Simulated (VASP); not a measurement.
# H4CO in VASP: a series of runs, part 2 of 2

VASP 6.6.1. The steps go on from the part before.

## 3. Relaxation of the atoms, PBE+D3(BJ)

The input, INCAR:

```
PREC     = Accurate       # precision mode
ENCUT    = 520            # plane-wave cutoff, eV
EDIFF    = 1E-7           # SCF threshold, eV
ISMEAR   = -1             # smearing method
SIGMA    = 0.05           # smearing width, eV
LREAL    = Auto         
LASPH    = True           # aspherical terms in the spheres
NELM     = 120            # most SCF steps
ALGO     = Normal         # electronic algorithm
ISIF     = 2              # what is computed and relaxed
LWAVE    = False          # write WAVECAR
LCHARG   = False          # write CHGCAR
GGA      = PE             # functional
IVDW     = 12             # dispersion correction
IBRION   = 2              # ionic algorithm
NSW      = 35             # ionic steps
EDIFFG   = -0.3           # ionic threshold
GGA_COMPAT= False        
NELMIN   = 4
```

The input, KPOINTS:

```
Automatic mesh
0
Gamma
  1 1 1
```

The input, POSCAR:

```
H4CO
1.0
    7.3803230000      0.0000000000      0.0000000000
    0.0000000000      7.3803230000      0.0000000000
    0.0000000000      0.0000000000      7.3803230000
C O H
6 6 24
Direct
    1.0092504000      0.0754039000      0.7261006000
    0.8879283000      0.1946916000      0.2792504000
    0.5937166000      0.6938652000      0.7942360000
    0.5579277000      0.5618408000      0.2418267000
    0.5257119000      0.2030401000      0.8544919000
    0.1302529000      0.5677071000      0.5013697000
    0.9450688000      0.2140375000      0.8437187000
    0.9766513000      0.0280844000      0.2399714000
    0.4250305000      0.7684168000      0.7380253000
    0.3895362000      0.4737101000      0.2094256000
    0.5726555000      0.1022567000      1.0120087000
    0.1411634000      0.4621477000      0.6623378000
    1.1561283000      0.0895951000      0.7216913000
    0.8141868000      0.2033877000      0.8492422000
    0.9764667000     -0.0606223000      0.7761486000
    0.9562963000      0.0896761000      0.5879888000
    0.8337856000      0.2439681000      0.1510539000
    1.0257942000     -0.0178249000      0.3528932000
    0.7752263000      0.1774319000      0.3745553000
    0.9812614000      0.2968449000      0.3334383000
    0.5778900000      0.5471777000      0.7891129000
    0.4367135000      0.8992732000      0.7417850000
    0.7052774000      0.7324714000      0.7039783000
    0.6289685000      0.7326962000      0.9332761000
    0.5548312000      0.6870272000      0.1636427000
    0.3899562000      0.3616966000      0.2781774000
    0.5769130000      0.5961780000      0.3851557000
    0.6737354000      0.4806166000      0.1962866000
    0.5862481000      0.3366347000      0.8712789000
    0.5197236000     -0.0173731000      0.9993217000
    0.5798389000      0.1419743000      0.7302988000
    0.3787459000      0.2193452000      0.8397331000
    0.1468080000      0.4735099000      0.3889118000
    0.1266614000      0.5440643000      0.7640894000
   -0.0012432000      0.6354625000      0.4872039000
    0.2378699000      0.6698856000      0.4935706000
```

Potentials or basis: VASP PAW PBE potentials, release 64 (C, O, H).

Launch:

```console
cat potpaw_PBE.64/C/POTCAR potpaw_PBE.64/O/POTCAR potpaw_PBE.64/H/POTCAR > POTCAR
mpirun -np 1 vasp_gam > vasp.out
```

OUTCAR:

```text
PREC = Accurate
   ENCUT = 520
   EDIFF = 1E-7
   ISMEAR = -1
   LREAL = Auto
   LASPH = True
   NELM = 120
   ISIF = 2
   GGA = PE
   IVDW = 12
   IBRION = 2
   NSW = 35
   EDIFFG = -0.3
   NELMIN = 4
 IVDW          = 12

 ion  position               nearest neighbor table
   1  0.009  0.075  0.726-  13 1.09  15 1.10  16 1.10   7 1.42
   2  0.888  0.195  0.279-  17 1.09  19 1.10  20 1.10   8 1.42
   3  0.594  0.694  0.794-  21 1.09  24 1.10  23 1.10   9 1.42
   4  0.558  0.562  0.242-  25 1.09  27 1.10  28 1.10  10 1.42
   5  0.526  0.203  0.854-  29 1.09  32 1.10  31 1.10  11 1.42
   6  0.130  0.568  0.501-  33 1.09  35 1.10  36 1.10  12 1.42
   7  0.945  0.214  0.844-  14 0.97   1 1.42
   8  0.977  0.028  0.240-  18 0.97   2 1.42
   9  0.425  0.768  0.738-  22 0.97   3 1.42
  10  0.390  0.474  0.209-  26 0.97   4 1.42
  11  0.573  0.102  0.012-  30 0.97   5 1.42
  12  0.141  0.462  0.662-  34 0.97   6 1.42
  13  0.156  0.090  0.722-   1 1.09
  14  0.814  0.203  0.849-   7 0.97
  15  0.976  0.939  0.776-   1 1.10
  16  0.956  0.090  0.588-   1 1.10
  17  0.834  0.244  0.151-   2 1.09
[... 17 lines left out ...]
  35  0.999  0.635  0.487-   6 1.10
  36  0.238  0.670  0.494-   6 1.10

  LATTYP: Found a simple cubic cell.
 ALAT       =     7.3803230000

  Lattice vectors:

 A1 = (   7.3803230000,   0.0000000000,   0.0000000000)
 A2 = (   0.0000000000,   7.3803230000,   0.0000000000)
 A3 = (   0.0000000000,   0.0000000000,   7.3803230000)

Analysis of symmetry for initial positions (statically):
=====================================================================
 Subroutine PRICEL returns:
 Original cell was already a primitive cell.

 Routine SETGRP: Setting up the symmetry group for a
 simple cubic supercell.

 Subroutine GETGRP returns: Found  1 space group operations
 (whereof  1 operations were pure point group operations)
 out of a pool of 48 trial point group operations.

The static configuration has the point symmetry C_1 .

Analysis of symmetry for dynamics (positions and initial velocities):
=====================================================================
 Subroutine PRICEL returns:
 Original cell was already a primitive cell.

 Routine SETGRP: Setting up the symmetry group for a
 simple cubic supercell.

[... 167 lines left out ...]
     AMIX     =   0.40;   BMIX     =  1.00
     AMIX_MAG =   1.60;   BMIX_MAG =  1.00
  volume/ion in A,a.u.               =      11.17        75.36
  Fermi-wavevector in a.u.,A,eV,Ry     =   0.971462  1.835797 12.840345  0.943739
  Thomas-Fermi vector in A             =   2.101681
   LORBIT       =      0    0 simple, 1 ext, 2 COOP (PROOUT), +10 PAW based schemes
   GGA     = PE    functional components
   LHFCALC =     F    Hartree Fock is set to
   AEXX    =    0.0000 exact exchange contribution
   IVDW    =    12    specifies the selected vdW correction
   LEPSILON=     F    determine dielectric tensor
   LRPA    =     F    only Hartree local field effects (RPA)
 conjugate gradient relaxation of ions
 non-spin polarized calculation
  energy-cutoff  :      520.00
  volume of cell :      402.00
 maximum number of plane-waves:      5414
 NGX is ok and might be reduce to    54
   NGX = 27   NGY = 27   NGZ = 27

--------------------------------------- Ionic step        1  -------------------------------------------

 number of electron      83.9999996 magnetization

 Free energy of the ion-electron system (eV)
  ---------------------------------------------------
  ext. energy  EPLUGINS =         0.00000000
  ---------------------------------------------------
  free energy    TOTEN  =      -180.87082971 eV

  energy without entropy =     -180.87082971  energy(sigma->0) =     -180.87082971

------------------------ aborting loop because EDIFF is reached ----------------------------------------

 Edisp (eV)   -1.23341

 E8    (eV) :    -0.2674
[... 207 lines left out ...]
  FREE ENERGIE OF THE ION-ELECTRON SYSTEM (eV)
  ---------------------------------------------------
  free  energy   TOTEN  =      -182.1353406616 eV

  energy  without entropy=     -182.1353406616  energy(sigma->0) =     -182.13534066

[... ionic steps 4 to 22 ...]

--------------------------------------- Ionic step       23  -------------------------------------------

 number of electron      83.9999996 magnetization

------------------------ aborting loop because EDIFF is reached ----------------------------------------
[... 143 lines left out ...]
--------------------------------------- Ionic step       25  -------------------------------------------

 number of electron      84.0000003 magnetization

 Free energy of the ion-electron system (eV)
  ---------------------------------------------------
  ext. energy  EPLUGINS =         0.00000000
  ---------------------------------------------------
  free energy    TOTEN  =      -181.57252421 eV

  energy without entropy =     -181.57252421  energy(sigma->0) =     -181.57252421

 E-fermi :  -1.8243     XC(G=0):  -6.3585

 val. band max:       -3.1070535538   @ k =   0.0000   0.0000   0.0000
 cond. band min:       1.5108607407   @ k =   0.0000   0.0000   0.0000
 fundamental gap:      4.6179142944
 Fermi energy:        -1.8243424501

 k-point     1 :       0.0000    0.0000    0.0000
  band No.  band energies     occupation
      1     -23.0126      2.00000
      2     -22.6586      2.00000
      3     -22.4178      2.00000
      4     -22.3941      2.00000
      5     -22.3188      2.00000
      6     -22.2598      2.00000
[... 46 lines left out ...]
     53       4.9950      0.00000
     54       5.0504      0.00000
 [bands above 54 left out]

------------------------ aborting loop because EDIFF is reached ----------------------------------------

 Edisp (eV)   -1.22843

 E8    (eV) :    -0.2661
[... 59 lines left out ...]
  FREE ENERGIE OF THE ION-ELECTRON SYSTEM (eV)
  ---------------------------------------------------
  free  energy   TOTEN  =      -182.8009496380 eV

  energy  without entropy=     -182.8009496379  energy(sigma->0) =     -182.80094964

 reached required accuracy - stopping structural energy minimisation
```

OSZICAR:

```text
N       E                     dE             d eps       ncg     rms          rms(c)
DAV:   1     0.641662686293E+03    0.64166E+03   -0.42425E+04   122   0.123E+03
DAV:   2    -0.116417321824E+03   -0.75808E+03   -0.72761E+03   151   0.284E+02
DAV:   3    -0.196723297427E+03   -0.80306E+02   -0.79797E+02   148   0.101E+02
[... 306 lines left out ...]
DAV:   5    -0.181572526354E+03   -0.15564E-04   -0.10275E-04   156   0.451E-02    0.142E-02
DAV:   6    -0.181572525380E+03    0.97491E-06   -0.16188E-05   156   0.198E-02    0.793E-03
DAV:   7    -0.181572524295E+03    0.10849E-05   -0.39952E-06   148   0.122E-02    0.224E-03
DAV:   8    -0.181572524286E+03    0.85565E-08   -0.16948E-06   148   0.562E-03    0.155E-03
DAV:   9    -0.181572524212E+03    0.73925E-07   -0.29995E-07   132   0.323E-03
  25 F= -.18280095E+03 E0= -.18280095E+03  d E =-.141533E-01
```

CONTCAR:

```text
H4CO
   1.00000000000000
     7.3803229999999997    0.0000000000000000    0.0000000000000000
     0.0000000000000000    7.3803229999999997    0.0000000000000000
     0.0000000000000000    0.0000000000000000    7.3803229999999997
  C               O               H
     6     6    24
Direct
     0.0065045463933413    0.0663368497806223    0.7436557665502180
     0.8908180399897706    0.1756244233200602    0.2812589589073672
     0.6059111871941923    0.7177709471523356    0.7740896206768507
     0.5660389146734229    0.5589426119903145    0.2546789731435806
     0.4916922064382429    0.1941213985522658    0.8516244920660873
     0.1259549714791766    0.6027475182015949    0.5040092236003892
[... 28 lines left out ...]
     0.9859984513151112    0.6515062418433727    0.5263039035464927
     0.2182006189842148    0.7200021741337090    0.4964644557415430

  0.00000000E+00  0.00000000E+00  0.00000000E+00
  0.00000000E+00  0.00000000E+00  0.00000000E+00
  0.00000000E+00  0.00000000E+00  0.00000000E+00
  0.00000000E+00  0.00000000E+00  0.00000000E+00
  0.00000000E+00  0.00000000E+00  0.00000000E+00
  0.00000000E+00  0.00000000E+00  0.00000000E+00
[... 28 lines left out ...]
  0.00000000E+00  0.00000000E+00  0.00000000E+00
  0.00000000E+00  0.00000000E+00  0.00000000E+00
```

It took 15 min on 1 thread of AMD EPYC 7R43 (Zen 3), shared host; peak memory 0.41 GiB.

What came out:

* Free energy: -182.8009 eV
* Energy gained by relaxing: 19.4 meV/atom
* Ionic steps: 25
* Pressure after relaxing: 0.2 GPa
* Largest force after relaxing: 0.257 eV/Å
* Band gap on the k mesh: 4.62 eV
* Dispersion energy per atom: -0.034 eV

Forces in eV/Å, atoms in the order of the input:
```
C    0.030 -0.095 -0.073
C    0.109  0.115  0.069
C    0.029  0.060  0.023
C   -0.088 -0.009  0.023
C    0.087  0.099  0.147
C    0.080  0.019 -0.004
O   -0.095 -0.084 -0.098
O   -0.013  0.030  0.016
O    0.044 -0.231 -0.104
O   -0.060  0.124  0.167
O   -0.050  0.054  0.001
O   -0.056 -0.043 -0.002
H   -0.022 -0.002 -0.017
H   -0.089 -0.063  0.045
H   -0.022  0.130  0.001
H   -0.042 -0.089  0.002
H    0.016  0.015  0.073
H   -0.021 -0.049  0.004
H   -0.036 -0.060  0.065
H    0.001 -0.067  0.075
H    0.000 -0.089 -0.016
H   -0.146  0.050  0.011
H   -0.080 -0.096 -0.018
H    0.084 -0.007  0.052
H   -0.010  0.115  0.081
H    0.081 -0.098 -0.144
H   -0.023  0.044 -0.058
H    0.067 -0.080 -0.010
H    0.003  0.162 -0.003
H    0.178 -0.058 -0.089
H    0.073  0.026 -0.125
H   -0.095  0.152 -0.029
H   -0.057  0.050 -0.115
H    0.088 -0.018  0.036
H    0.035 -0.084 -0.023
H   -0.001  0.078  0.037
```

Stress tensor (GPa, compression positive):
```
-0.24  0.04  0.27
 0.04  0.58  0.33
 0.27  0.33  0.36
```

The path:
```csv
step,energy change (eV),largest force (eV/Å),pressure (GPa)
1,0.0000,0.5452,1.53
2,-0.0108,1.1583,0.72
3,-0.0311,0.4203,1.07
4,-0.0716,0.3828,0.53
5,-0.0759,0.5841,0.29
6,-0.1017,0.3527,0.15
7,-0.1152,0.6932,-0.04
8,-0.1409,0.4249,0.16
9,-0.1626,0.5485,0.59
10,-0.1918,0.3404,0.70
11,-0.2108,0.5736,0.88
12,-0.2401,0.5056,0.80
13,-0.3108,0.4086,0.53
14,-0.3695,0.6643,-0.15
15,-0.4207,0.4546,-0.20
16,-0.4326,0.7882,-0.24
17,-0.4845,0.5605,-0.24
18,-0.5460,0.8980,-0.35
19,-0.5984,0.3564,-0.17
20,-0.6005,0.3525,-0.13
21,-0.6255,0.3021,-0.04
22,-0.6451,0.5683,0.13
23,-0.6677,0.3631,0.15
24,-0.6826,0.5328,0.15
25,-0.6967,0.2569,0.24
```

Final structure:
```
C O H
1.0
     7.38032    0.00000    0.00000
     0.00000    7.38032    0.00000
     0.00000    0.00000    7.38032
C O H
6 6 24
Direct
  0.00650 0.06634 0.74366
  0.89082 0.17562 0.28126
  0.60591 0.71777 0.77409
  0.56604 0.55894 0.25468
  0.49169 0.19412 0.85162
  0.12595 0.60275 0.50401
  0.93611 0.19108 0.87207
  0.97882 0.00760 0.23927
  0.43604 0.81226 0.75938
  0.43072 0.45768 0.15947
  0.54973 0.08434 0.00095
  0.18352 0.47698 0.63907
  0.15278 0.08918 0.73244
  0.82627 0.13702 0.92190
  0.98542 0.92374 0.78405
  0.94677 0.09073 0.60833
  0.84889 0.23571 0.15285
  0.03381 0.96303 0.35043
  0.76943 0.15682 0.36627
  0.98278 0.27234 0.34789
  0.57623 0.57265 0.77271
  0.46161 0.92473 0.69580
  0.69773 0.75127 0.66120
  0.67436 0.75263 0.90156
  0.55095 0.70013 0.21124
  0.42226 0.33862 0.21527
  0.54870 0.55037 0.40276
  0.70432 0.51604 0.21901
  0.55824 0.32512 0.86643
  0.47085 0.97772 0.99944
  0.53486 0.13833 0.71953
  0.34509 0.21337 0.85218
  0.13296 0.53097 0.37449
  0.16262 0.53076 0.75752
  0.98600 0.65151 0.52630
  0.21820 0.72000 0.49646
```

Levels at points of the mesh, in eV from the valence-band top:
```tsv
k point	band 40	band 41	band 42	band 43	band 44	band 45
(0.00, 0.00, 0.00)	-0.14	-0.12	0.00	4.62	5.86	6.18
```

Caveat: the k points lie up to 0.85 Å⁻¹ apart; the relaxation stopped at a loose force limit of 0.3 eV/Å, so its end isn't a converged minimum.
